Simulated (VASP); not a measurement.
Wanted: the native input for a VASP 6.6.1 run.

| Quantity | Value |
| --- | --- |
| Task | single point |
| Functional | LDA |
| Potentials or basis | VASP PAW LDA potentials, release 64 (In_d, Sb) |
| Cutoff | 520 eV |
| k mesh | 16 × 16 × 8 |
| Occupations | gaussian, width 0.15 eV |
| Spin | no spin polarisation |
| Dipole correction | no |
| Further INCAR settings | ALGO = Normal; EDIFF = 1e-06; NBANDS = 16 |

The structure of InSb lies in POSCAR:

```
InSb
1.0
    3.0693367809      0.0000000000      0.0000000000
    0.0000000000      3.0693367809      0.0000000000
    0.0000000000      0.0000000000      5.7949078423
In Sb
1 1
Direct
    0.0000000000      0.0000000000      0.0000000000
    0.0000000000      0.0000000000      0.5000000000
```

One way to write it, as run:

INCAR

```
SYSTEM = InSb
ALGO = Normal ; EDIFF = 1E-6
ENCUT = 520 ; ISIF = 2
ISMEAR = 0 ; LASPH = .True.
LCHARG = .True. ; LELF = .True.
LREAL = .False. ; LVHAR = .True.
LWAVE = .False. ; NBANDS = 16
NELM = 100 ; PREC = Accurate
SIGMA = 0.15
```

KPOINTS

```
k-points
0
Gamma
  16 16 8
  0 0 0
```

Potentials or basis: VASP PAW LDA potentials, release 64 (In_d, Sb).

Run with:

```console
$ cat potpaw_LDA.64/In_d/POTCAR potpaw_LDA.64/Sb/POTCAR > POTCAR
$ mpirun -np 1 vasp_std > vasp.out
```

Results of the run:

The pressure is 0.4 GPa and the band gap on the k mesh is zero (bands 9 and 10 overlap by 5.57 eV).

Caveat: spin-orbit coupling is left out, which moves the levels of the heavy elements.

Run time: 42 s on 1 thread of Intel(R) Xeon(R) 6975P-C (Granite Rapids), on a shared host, peak memory 0.31 GiB.
